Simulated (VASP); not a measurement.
# KBr (P4mm) in VASP: a series of runs

Runs on KBr. Level: PBEsol. Tasks: single point.

Program: VASP 6.6.1. These are calculated values, not measurements. Logs are shortened: lines on timing, memory, paths and dates and some standing lists are left out, and cuts for length are marked.

## Step 1: The cell of the first run

It takes space group P4mm (No. 99, tetragonal). Conventional cell: a = 4.043 Å, b = 4.043 Å, c = 4.043 Å, α = 90.00°, β = 90.00°, γ = 90.00°. Within 4.5 Å of K (site symmetry 4mm) lie 8 Br at 3.43 to 3.58 Å and 6 K at 4.04 Å. Br (site symmetry 4mm) has 8 K at 3.43 to 3.58 Å and 6 Br at 4.04 Å within 4.5 Å.

## Step 2: Single point, PBEsol (all Br atoms moved +0.125 Å, as atom 2 along Cartesian [0 0 1])

The input, INCAR:

```
  PREC = Accurate
  ENCUT = 520
  EDIFF = 1E-6
  ISMEAR = 0
  SIGMA = 0.05
  LREAL = F
  LASPH = T
  NELM = 80
  ALGO = Normal
  ISIF = 2
  LWAVE = F
  LCHARG = T
  GGA = PS
  LELF = T
  LVHAR = T
  NBANDS = 15
```

The input, KPOINTS:

```
regular mesh
0
Gamma
  6 6 6
```

The input, POSCAR:

```
KBr
1.0
    4.0434990000      0.0000000000      0.0000000000
    0.0000000000      4.0434990000      0.0000000000
    0.0000000000      0.0000000000      4.0434990000
K Br
1 1
Direct
    0.0000000000      0.0000000000      0.0000000000
    0.5000000000      0.5000000000      0.5309138199
```

Potentials or basis: VASP PAW PBE potentials, release 64 (K_sv, Br).

Launch:

```bash
$ cat potpaw_PBE.64/K_sv/POTCAR potpaw_PBE.64/Br/POTCAR > POTCAR
$ mpirun -np 1 vasp_std > vasp.out
```

OUTCAR:

```text
PREC = Accurate
   ENCUT = 520
   EDIFF = 1E-6
   ISMEAR = 0
   LREAL = F
   LASPH = T
   NELM = 80
   ISIF = 2
   GGA = PS

 ion  position               nearest neighbor table
   1  0.000  0.000  0.000-
   2  0.500  0.500  0.531-

  LATTYP: Found a simple cubic cell.
 ALAT       =     4.0434990000

  Lattice vectors:

 A1 = (   4.0434990000,   0.0000000000,   0.0000000000)
 A2 = (   0.0000000000,   4.0434990000,   0.0000000000)
 A3 = (   0.0000000000,   0.0000000000,   4.0434990000)

Analysis of symmetry for initial positions (statically):
=====================================================================
 Subroutine PRICEL returns:
 Original cell was already a primitive cell.

 Routine SETGRP: Setting up the symmetry group for a
 simple cubic supercell.

 Subroutine GETGRP returns: Found  8 space group operations
 (whereof  8 operations were pure point group operations)
 out of a pool of 48 trial point group operations.

The static configuration has the point symmetry C_4v.

Analysis of symmetry for dynamics (positions and initial velocities):
=====================================================================
 Subroutine PRICEL returns:
 Original cell was already a primitive cell.

 Routine SETGRP: Setting up the symmetry group for a
 simple cubic supercell.

 Subroutine GETGRP returns: Found  8 space group operations
 (whereof  8 operations were pure point group operations)
 out of a pool of 48 trial point group operations.

The dynamic configuration has the point symmetry C_4v.

 Subroutine INISYM returns: Found  8 space group operations
 (whereof  8 operations are pure point group operations),
 and found     1 'primitive' translations

----------------------------------------------------------------------------------------

                                     Primitive cell

  volume of cell :      66.1107

  direct lattice vectors                    reciprocal lattice vectors
     4.043499000  0.000000000  0.000000000     0.247310559  0.000000000  0.000000000
     0.000000000  4.043499000  0.000000000     0.000000000  0.247310559  0.000000000
     0.000000000  0.000000000  4.043499000     0.000000000  0.000000000  0.247310559

  length of vectors
     4.043499000  4.043499000  4.043499000     0.247310559  0.247310559  0.247310559

  position of ions in fractional coordinates (direct lattice)
     0.000000000  0.000000000  0.000000000
[... 86 lines left out ...]
   POTIM  = 0.5000    time-step for ionic-motion
   TEBEG  =    0.0;   TEEND  =   0.0 temperature during run
   PSTRESS=    0.0 pullay stress
   NELECT =      16.0000    total number of electrons
   NUPDOWN=      -1.0000    fix difference up-down
   EMIN   =  10.00;   EMAX   =-10.00  energy-range for DOS
   EFERMI =   0.00;   METHOD = LEGACY
   ISMEAR =     0;   SIGMA  =   0.05  broadening in eV -4-tet -1-fermi 0-gaus
   EFERMI_NEDOS =   21; number of points for ismear=-14 and -15
   IALGO  =     38    algorithm
   IMIX   =      4    mixing-type and parameters
     AMIX     =   0.40;   BMIX     =  1.00
     AMIX_MAG =   1.60;   BMIX_MAG =  1.00
  volume/ion in A,a.u.               =      33.06       223.07
  Fermi-wavevector in a.u.,A,eV,Ry     =   1.020213  1.927923 14.161412  1.040834
  Thomas-Fermi vector in A             =   2.153770
   LORBIT       =      0    0 simple, 1 ext, 2 COOP (PROOUT), +10 PAW based schemes
   GGA     = PS    functional components
   LHFCALC =     F    Hartree Fock is set to
   AEXX    =    0.0000 exact exchange contribution
   IVDW    =     0    specifies the selected vdW correction
   LEPSILON=     F    determine dielectric tensor
   LRPA    =     F    only Hartree local field effects (RPA)
 non-spin polarized calculation
 Gauss-broadening in eV      SIGMA  =   0.05
  energy-cutoff  :      520.00
  volume of cell :       66.11
 maximum number of plane-waves:      1800
   NGX = 15   NGY = 15   NGZ = 15

 number of electron      16.0000000 magnetization

 Free energy of the ion-electron system (eV)
  ---------------------------------------------------
  ext. energy  EPLUGINS =         0.00000000
  ---------------------------------------------------
  free energy    TOTEN  =        -6.34038040 eV

  energy without entropy =       -6.34038040  energy(sigma->0) =       -6.34038040

 E-fermi :  -0.5216     XC(G=0):  -8.0013

 val. band max:       -0.8565333576   @ k =   0.5000   0.5000   0.0000
 cond. band min:       2.8526805362   @ k =   0.0000   0.0000   0.0000
 fundamental gap:      3.7092138938
 Fermi energy:        -0.5215914344

 k-point     1 :       0.0000    0.0000    0.0000
  band No.  band energies     occupation
      1     -29.3285      2.00000
      2     -13.6554      2.00000
      3     -12.8167      2.00000
      4     -12.8167      2.00000
      5     -12.8136      2.00000
      6      -1.1241      2.00000
      7      -1.1225      2.00000
      8      -1.1225      2.00000
      9       2.8527      0.00000
     10       4.8898      0.00000
     11       4.9266      0.00000
     12       8.7944      0.00000
     13       8.8187      0.00000
     14       8.8187      0.00000
[... 401 lines left out ...]
      2     -13.6633      2.00000
      3     -12.8639      2.00000
      4     -12.8365      2.00000
      5     -12.7116      2.00000
      6      -2.3082      2.00000
      7      -1.4624      2.00000
      8      -1.4360      2.00000
      9       5.3230      0.00000
     10       6.0914      0.00000
     11       6.5164      0.00000
     12       7.7649      0.00000
     13       7.9864      0.00000
     14       8.1776      0.00000
     15      10.3944      0.00000

 [... further k-points ...]

------------------------ aborting loop because EDIFF is reached ----------------------------------------

  FORCE on cell =-STRESS in cart. coord.  units (eV):
  Direction    XX          YY          ZZ          XY          YZ          ZX
  --------------------------------------------------------------------------------------
  -------------------------------------------------------------------------------------
  Total       -0.4851774     -0.4851774     -0.4860614      0.0000000      0.0000000      0.0000000
  in kB      -11.7581543    -11.7581543    -11.7795759      0.0000000      0.0000000      0.0000000
  external PRESSURE =     -11.7652949 kB  Pullay stress =       0.0000000 kB

 VOLUME and BASIS-vectors are now :
 -----------------------------------------------------------------------------
  energy-cutoff  :      520.00
  volume of cell :       66.11
      direct lattice vectors                 reciprocal lattice vectors
     4.043499000  0.000000000  0.000000000     0.247310559  0.000000000  0.000000000
     0.000000000  4.043499000  0.000000000     0.000000000  0.247310559  0.000000000
     0.000000000  0.000000000  4.043499000     0.000000000  0.000000000  0.247310559

 POSITION                                       TOTAL-FORCE (eV/Angst)
 -----------------------------------------------------------------------------------
      0.00000      0.00000      0.00000         0.000000     -0.000000      0.053452
      2.02175      2.02175      2.14675         0.000000      0.000000     -0.053452
 -----------------------------------------------------------------------------------
    total drift:                                0.000000      0.000000     -0.000478

  FREE ENERGIE OF THE ION-ELECTRON SYSTEM (eV)
  ---------------------------------------------------
  free  energy   TOTEN  =        -6.3403803959 eV

  energy  without entropy=       -6.3403803959  energy(sigma->0) =       -6.34038040
```

stdout:

```text
POSCAR found type information on POSCAR K Br
 POSCAR found :  2 types and       2 ions
 scaLAPACK will be used
 -----------------------------------------------------------------------------
|                                                                             |
|                                                                             |
|     You enforced a specific xc type in the INCAR file but a different       |
|     I HOPE YOU KNOW WHAT YOU ARE DOING!                                     |
|                                                                             |
 -----------------------------------------------------------------------------

 LDA part: xc-table for (Slater+PW92), standard interpolation
 POSCAR, INCAR and KPOINTS ok, starting setup
 FFT: planning ... GRIDC
 FFT: planning ... GRID_SOFT
 FFT: planning ... GRID
 WAVECAR not read
 entering main loop
```

It took 18 s on 1 thread of Intel Xeon Platinum 8488C (Sapphire Rapids), shared host; peak memory 0.18 GiB.

Results:

* Free energy: -6.3404 eV
* Pressure: -1.2 GPa
* Largest force: 0.053 eV/Å
* Band gap on the k mesh: 3.71 eV (least direct gap 3.98 eV)

Forces in eV/Å, atoms in the order of the input:
```
K    0.000  0.000  0.053
Br   0.000  0.000 -0.053
```

Caveat: the cell differs from its parent crystal (all Br atoms moved +0.125 Å, as atom 2 along Cartesian [0 0 1]); the PAW data sets were made with another functional, which shifts forces and pressure a little.

## Step 3: Single point, PBEsol (all Br atoms moved +0.062 Å, as atom 2 along Cartesian [0 0 1])

The input, INCAR:

```
SYSTEM = KBr
PREC = Accurate
ENCUT = 520
EDIFF = 1E-7
ISMEAR = 0
SIGMA = 0.05
LREAL = .FALSE.
LASPH = .TRUE.
NELM = 80
ALGO = Normal
ISIF = 2
LWAVE = .FALSE.
LCHARG = .FALSE.
GGA = PS
NBANDS = 15
```

The input, KPOINTS:

```
regular mesh
0
G
  6 6 6
  0 0 0
```

POSCAR, as its differences from that of step 2:

```diff
@@ -9,2 +9,2 @@
     0.0000000000      0.0000000000      0.0000000000
-    0.5000000000      0.5000000000      0.5309138199
+    0.5000000000      0.5000000000      0.5154569100
```

Potentials or basis: VASP PAW PBE potentials, release 64 (K_sv, Br).

Launch:

```bash
$ cat potpaw_PBE.64/K_sv/POTCAR potpaw_PBE.64/Br/POTCAR > POTCAR
$ mpirun -np 1 vasp_std > vasp.out
```

It took 20 s on 1 thread of Intel Xeon Platinum 8488C (Sapphire Rapids), shared host; peak memory 0.18 GiB.

It converged, with:

```yaml
Free_energy: -6.3429 eV
Pressure: -1.2 GPa
Largest_force: 0.027 eV/Å
Band_gap_on_the_k_mesh: 3.71 eV (least direct gap 3.97 eV)
```

Forces on the atoms (eV/Å):
```
K    0.000  0.000  0.027
Br   0.000  0.000 -0.027
```

Levels at points of the mesh, in eV from the valence-band top:
```csv
k point,band 5,band 6,band 7,band 8,band 9,band 10,band 11,band 12
"(0.00, 0.00, 0.00)",-11.97,-0.27,-0.27,-0.27,3.71,5.75,5.76,9.65
"(0.50, 0.00, 0.00)",-11.80,-1.98,-0.24,-0.24,6.32,7.10,7.56,8.75
"(0.00, 0.00, 0.50)",-11.80,-1.98,-0.24,-0.24,6.32,7.10,7.57,8.79
"(0.50, 0.50, 0.00)",-11.93,-1.41,-1.41,0.00,5.11,6.40,8.00,8.00
"(0.00, 0.50, 0.50)",-11.93,-1.41,-1.41,0.00,5.11,6.39,8.00,8.01
"(0.50, 0.50, 0.50)",-12.08,-1.44,-1.44,-1.44,7.26,7.26,7.27,9.36
```

Caveat: the cell differs from its parent crystal (all Br atoms moved +0.062 Å, as atom 2 along Cartesian [0 0 1]); the PAW data sets were made with another functional, which shifts forces and pressure a little.
